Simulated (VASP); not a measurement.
# Ag3B (Pm-3m) in VASP: a series of runs

The runs below take Ag3B through single point, relaxation of cell and atoms, with PBE.

Program: VASP 6.6.1. These are calculated values, not measurements. Logs are shortened: lines on timing, memory, paths and dates and some standing lists are left out, and cuts for length are marked.

### Step 1. The cell of the first run

It takes space group Pm-3m (No. 221, cubic). The conventional cell has a = 3.953 Å, b = 3.953 Å, c = 3.953 Å, α = 90.00°, β = 90.00°, γ = 90.00°. Ag (site symmetry 4/mmm) has 8 Ag at 2.80 Å and 4 B at 2.80 Å within 3.7 Å. B (site symmetry m-3m) has 12 Ag at 2.80 Å within 3.7 Å.

The cell was built from a structure type or drawn by symmetry, and may not be a known phase.

### Step 2. Single point, PBE

INCAR reads:

```
  PREC = Accurate
  ENCUT = 520
  EDIFF = 1E-6
  ISMEAR = 0
  SIGMA = 0.1
  LREAL = F
  LASPH = T
  NELM = 100
  ALGO = Normal
  ISIF = 2
  LWAVE = F
  LCHARG = F
  GGA = PE
  NBANDS = 26
```

KPOINTS reads:

```
Automatic mesh
0
Gamma
  12 12 12
```

POSCAR reads:

```
Ag3B
1.0
    3.9528275389      0.0000000000      0.0000000000
    0.0000000000      3.9528275389      0.0000000000
    0.0000000000      0.0000000000      3.9528275389
Ag B
3 1
Direct
    0.5000000000      0.5000000000      0.0000000000
    0.5000000000      0.0000000000      0.5000000000
    0.0000000000      0.5000000000      0.5000000000
    0.0000000000      0.0000000000      0.0000000000
```

Potentials or basis: VASP PAW PBE potentials, release 64 (Ag, B).

Command:

```console
cat potpaw_PBE.64/Ag/POTCAR potpaw_PBE.64/B/POTCAR > POTCAR
mpirun -np 1 vasp_std > vasp.out
```

OUTCAR:

```text
PREC = Accurate
   ENCUT = 520
   EDIFF = 1E-6
   ISMEAR = 0
   LREAL = F
   LASPH = T
   NELM = 100
   ISIF = 2
   GGA = PE

 ion  position               nearest neighbor table
   1  0.500  0.500  0.000-   2 2.80   3 2.80   4 2.80   2 2.80   3 2.80   2 2.80   4 2.80   2 2.80
                             3 2.80   4 2.80   3 2.80   4 2.80
   2  0.500  0.000  0.500-   1 2.80   3 2.80   4 2.80   1 2.80   4 2.80   1 2.80   3 2.80   1 2.80
                             3 2.80   4 2.80   4 2.80   3 2.80
   3  0.000  0.500  0.500-   1 2.80   2 2.80   4 2.80   1 2.80   4 2.80   2 2.80   4 2.80   4 2.80
                             1 2.80   2 2.80   1 2.80   2 2.80
   4  0.000  0.000  0.000-   1 2.80   2 2.80   3 2.80   2 2.80   3 2.80   1 2.80   3 2.80   3 2.80
                             1 2.80   2 2.80   2 2.80   1 2.80

  LATTYP: Found a simple cubic cell.
 ALAT       =     3.9528275389

  Lattice vectors:

 A1 = (   3.9528275389,   0.0000000000,   0.0000000000)
 A2 = (   0.0000000000,   3.9528275389,   0.0000000000)
 A3 = (   0.0000000000,   0.0000000000,   3.9528275389)

Analysis of symmetry for initial positions (statically):
=====================================================================
 Subroutine PRICEL returns:
 Original cell was already a primitive cell.

 Routine SETGRP: Setting up the symmetry group for a
 simple cubic supercell.

 Subroutine GETGRP returns: Found 48 space group operations
 (whereof 48 operations were pure point group operations)
 out of a pool of 48 trial point group operations.

The static configuration has the point symmetry O_h .

Analysis of symmetry for dynamics (positions and initial velocities):
=====================================================================
 Subroutine PRICEL returns:
 Original cell was already a primitive cell.

 Routine SETGRP: Setting up the symmetry group for a
 simple cubic supercell.

 Subroutine GETGRP returns: Found 48 space group operations
 (whereof 48 operations were pure point group operations)
 out of a pool of 48 trial point group operations.

The dynamic configuration has the point symmetry O_h .

 Subroutine INISYM returns: Found 48 space group operations
 (whereof 48 operations are pure point group operations),
 and found     1 'primitive' translations

----------------------------------------------------------------------------------------

                                     Primitive cell

  volume of cell :      61.7623

  direct lattice vectors                    reciprocal lattice vectors
     3.952827539  0.000000000  0.000000000     0.252983463  0.000000000  0.000000000
     0.000000000  3.952827539  0.000000000     0.000000000  0.252983463  0.000000000
     0.000000000  0.000000000  3.952827539     0.000000000  0.000000000  0.252983463

  length of vectors
     3.952827539  3.952827539  3.952827539     0.252983463  0.252983463  0.252983463

  position of ions in fractional coordinates (direct lattice)
     0.500000000  0.500000000  0.000000000
     0.500000000  0.000000000  0.500000000
     0.000000000  0.500000000  0.500000000
     0.000000000  0.000000000  0.000000000

  ion indices of the primitive-cell ions
   primitive index   ion index
                 1           1
                 2           2
                 3           3
                 4           4

----------------------------------------------------------------------------------------

 KPOINTS: Automatic mesh

Automatic generation of k-mesh.
 Grid dimensions read from file:
 generate k-points for:   12   12   12

 Generating k-lattice:

  Cartesian coordinates                     Fractional coordinates (reciprocal lattice)
     0.021081955  0.000000000  0.000000000     0.083333333  0.000000000  0.000000000
     0.000000000  0.021081955  0.000000000     0.000000000  0.083333333  0.000000000
     0.000000000  0.000000000  0.021081955     0.000000000  0.000000000  0.083333333

  Length of vectors
     0.021081955  0.021081955  0.021081955

  Shift w.r.t. Gamma in fractional coordinates (k-lattice)
     0.000000000  0.000000000  0.000000000

 Subroutine IBZKPT returns following result:
 ===========================================

 Found     84 irreducible k-points:

 Following reciprocal coordinates:
            Coordinates               Weight
  0.000000  0.000000  0.000000      1.000000
  0.083333  0.000000  0.000000      6.000000
  0.166667  0.000000  0.000000      6.000000
  0.250000  0.000000  0.000000      6.000000
  0.333333  0.000000  0.000000      6.000000
  0.416667  0.000000  0.000000      6.000000
[... 16 lines left out ...]
  0.333333  0.333333  0.000000     12.000000
  0.416667  0.333333  0.000000     24.000000
 [... further k-points ...]
   k-points           NKPTS =     84   k-points in BZ     NKDIM =     84   number of bands    NBANDS=     26
   number of dos      NEDOS =    301   number of ions     NIONS =      4
   total plane-waves  NPLWV =  27000
   dimension x,y,z NGX =    30 NGY =   30 NGZ =   30
   dimension x,y,z NGXF=    60 NGYF=   60 NGZF=   60
   ions per type =               3   1
   NGX,Y,Z   is equivalent  to a cutoff of  12.62, 12.62, 12.62 a.u.
   NGXF,Y,Z  is equivalent  to a cutoff of  25.23, 25.23, 25.23 a.u.
 SYSTEM =  unknown system
   PREC   = accura    normal or accurate (medium, high low for compatibility)
   ISTART =      0    job   : 0-new  1-cont  2-samecut
   ICHARG =      2    charge: 1-file 2-atom 10-const
   ISPIN  =      1    spin polarized calculation?
   LNONCOLLINEAR =      F non collinear calculations
   LSORBIT =      F    spin-orbit coupling
   LASPH  =      T    aspherical Exc in radial PAW
   ENCUT  =  520.0 eV  38.22 Ry    6.18 a.u.   7.35  7.35  7.35*2*pi/ulx,y,z
   NELM   =    100;   NELMIN=  2; NELMDL= -5     # of ELM steps
   EDIFF  = 0.1E-05   stopping-criterion for ELM
   LREAL  =      F    real-space projection
   EDIFFG = 0.1E-04   stopping-criterion for IOM
   NSW    =      0    number of steps for IOM
   IBRION =     -1    ionic relax: 0-MD 1-quasi-New 2-CG
   NFREE  =      0    steps in history (QN), initial steepest desc. (CG)
   ISIF   =      2    stress and relaxation
   ISYM   =      2    0-nonsym 1-usesym 2-fastsym
   POTIM  = 0.5000    time-step for ionic-motion
   TEBEG  =    0.0;   TEEND  =   0.0 temperature during run
   PSTRESS=    0.0 pullay stress
   NELECT =      36.0000    total number of electrons
   NUPDOWN=      -1.0000    fix difference up-down
   EMIN   =  10.00;   EMAX   =-10.00  energy-range for DOS
   EFERMI =   0.00;   METHOD = LEGACY
   ISMEAR =     0;   SIGMA  =   0.10  broadening in eV -4-tet -1-fermi 0-gaus
   EFERMI_NEDOS =   21; number of points for ismear=-14 and -15
   IALGO  =     38    algorithm
   IMIX   =      4    mixing-type and parameters
     AMIX     =   0.40;   BMIX     =  1.00
     AMIX_MAG =   1.60;   BMIX_MAG =  1.00
  volume/ion in A,a.u.               =      15.44       104.20
  Fermi-wavevector in a.u.,A,eV,Ry     =   1.367522  2.584243 25.444495  1.870118
  Thomas-Fermi vector in A             =   2.493567
   LORBIT       =      0    0 simple, 1 ext, 2 COOP (PROOUT), +10 PAW based schemes
   GGA     = PE    functional components
   LHFCALC =     F    Hartree Fock is set to
   AEXX    =    0.0000 exact exchange contribution
   IVDW    =     0    specifies the selected vdW correction
   LEPSILON=     F    determine dielectric tensor
   LRPA    =     F    only Hartree local field effects (RPA)
 non-spin polarized calculation
 Gauss-broadening in eV      SIGMA  =   0.10
  energy-cutoff  :      520.00
  volume of cell :       61.76
 maximum number of plane-waves:      1743
 NGX is ok and might be reduce to    30
   NGX = 15   NGY = 15   NGZ = 15

 number of electron      36.0000022 magnetization

 Free energy of the ion-electron system (eV)
  ---------------------------------------------------
  ext. energy  EPLUGINS =         0.00000000
  ---------------------------------------------------
  free energy    TOTEN  =       -11.54006056 eV

  energy without entropy =      -11.53103129  energy(sigma->0) =      -11.53554592

 E-fermi :   7.6649     XC(G=0): -11.9546

 val. band max:        7.6471334791   @ k =   0.4167   0.2500   0.2500
 cond. band min:       7.6707843721   @ k =   0.1667   0.0833   0.0833
 fundamental gap:      0.0236508930
 Fermi energy:         7.6648718487

 k-point     1 :       0.0000    0.0000    0.0000
  band No.  band energies     occupation
      1      -1.4781      2.00000
      2       0.5729      2.00000
      3       1.5448      2.00000
      4       1.5448      2.00000
      5       1.5448      2.00000
      6       1.9256      2.00000
[... 18 lines left out ...]
     25      14.3820      0.00000
     26      19.9446      0.00000

 k-point     2 :       0.0833    0.0000    0.0000
  band No.  band energies     occupation
      1      -1.4126      2.00000
      2       0.6165      2.00000
      3       1.5585      2.00000
      4       1.5745      2.00000
      5       1.5745      2.00000
      6       1.9210      2.00000
[... 18 lines left out ...]
     25      15.2005      0.00000
     26      19.5807      0.00000

 k-point     3 :       0.1667    0.0000    0.0000
  band No.  band energies     occupation
      1      -1.2195      2.00000
      2       0.7420      2.00000
      3       1.5967      2.00000
      4       1.6618      2.00000
      5       1.6618      2.00000
      6       1.8991      2.00000
[... 18 lines left out ...]
     25      16.1980      0.00000
     26      18.7192      0.00000

 k-point     4 :       0.2500    0.0000    0.0000
  band No.  band energies     occupation
      1      -0.9110      2.00000
      2       0.9320      2.00000
      3       1.6523      2.00000
      4       1.8007      2.00000
      5       1.8007      2.00000
      6       1.8349      2.00000
[... 18 lines left out ...]
     25      17.3346      0.00000
     26      17.7939      0.00000

 k-point     5 :       0.3333    0.0000    0.0000
  band No.  band energies     occupation
      1      -0.5138      2.00000
      2       1.1450      2.00000
      3       1.6949      2.00000
      4       1.7124      2.00000
      5       1.9770      2.00000
      6       1.9770      2.00000
[... 18 lines left out ...]
     25      16.9741      0.00000
     26      18.5831      0.00000

 k-point     6 :       0.4167    0.0000    0.0000
  band No.  band energies     occupation
      1      -0.0950      2.00000
      2       1.2466      2.00000
      3       1.5416      2.00000
      4       1.7598      2.00000
      5       2.1552      2.00000
      6       2.1552      2.00000
[... 427 lines left out ...]
 k-point    21 :       0.4167    0.2500    0.0000
  band No.  band energies     occupation
      1       0.2196      2.00000
      2       1.5868      2.00000
      3       1.8959      2.00000
      4       1.9274      2.00000
      5       2.1296      2.00000
      6       2.2474      2.00000
[... 18 lines left out ...]
     25      17.5634      0.00000
     26      17.9312      0.00000

 k-point    22 :       0.5000    0.2500    0.0000
  band No.  band energies     occupation
      1       0.3666      2.00000
      2       1.6127      2.00000
      3       1.8997      2.00000
      4       2.0014      2.00000
      5       2.1063      2.00000
      6       2.1743      2.00000
[... 18 lines left out ...]
     25      17.6848      0.00000
     26      18.2034      0.00000

 k-point    23 :       0.3333    0.3333    0.0000
  band No.  band energies     occupation
      1       0.1674      2.00000
      2       1.5846      2.00000
      3       1.9059      2.00000
      4       2.0840      2.00000
      5       2.2177      2.00000
      6       2.4363      2.00000
[... 18 lines left out ...]
     25      16.9103      0.00000
     26      17.7086      0.00000

 k-point    24 :       0.4167    0.3333    0.0000
  band No.  band energies     occupation
      1       0.3986      2.00000
      2       1.7267      2.00000
      3       2.0107      2.00000
      4       2.1229      2.00000
      5       2.1807      2.00000
      6       2.2912      2.00000
[... 18 lines left out ...]
     25      16.8389      0.00000
     26      17.8513      0.00000

 [... further k-points ...]

------------------------ aborting loop because EDIFF is reached ----------------------------------------

  FORCE on cell =-STRESS in cart. coord.  units (eV):
  Direction    XX          YY          ZZ          XY          YZ          ZX
  --------------------------------------------------------------------------------------
  -------------------------------------------------------------------------------------
  Total       -0.0586989     -0.0586989     -0.0586989     -0.0000000      0.0000000     -0.0000000
  in kB       -1.5227097     -1.5227097     -1.5227097     -0.0000000      0.0000000     -0.0000000
  external PRESSURE =      -1.5227097 kB  Pullay stress =       0.0000000 kB

 VOLUME and BASIS-vectors are now :
 -----------------------------------------------------------------------------
  energy-cutoff  :      520.00
  volume of cell :       61.76
      direct lattice vectors                 reciprocal lattice vectors
     3.952827539  0.000000000  0.000000000     0.252983463  0.000000000  0.000000000
     0.000000000  3.952827539  0.000000000     0.000000000  0.252983463  0.000000000
     0.000000000  0.000000000  3.952827539     0.000000000  0.000000000  0.252983463

 POSITION                                       TOTAL-FORCE (eV/Angst)
 -----------------------------------------------------------------------------------
      1.97641      1.97641      0.00000         0.000000      0.000000      0.000000
      1.97641      0.00000      1.97641         0.000000      0.000000      0.000000
      0.00000      1.97641      1.97641         0.000000      0.000000      0.000000
      0.00000      0.00000      0.00000         0.000000      0.000000      0.000000
 -----------------------------------------------------------------------------------
    total drift:                                0.000000      0.000000     -0.000000

  FREE ENERGIE OF THE ION-ELECTRON SYSTEM (eV)
  ---------------------------------------------------
  free  energy   TOTEN  =       -11.5400605618 eV

  energy  without entropy=      -11.5310312863  energy(sigma->0) =      -11.53554592
```

Run time: 1.7 min. Hardware: 1 thread of Intel Xeon Platinum 8259CL at 2.50GHz (Skylake/Cascade Lake), shared host; peak memory 0.25 GiB.

Results:

* Free energy: -11.5401 eV
* Pressure: -0.2 GPa
* Band gap on the k mesh: zero (bands 18 and 19 overlap by 3.35 eV)

(Continued in part 2 of 2.)
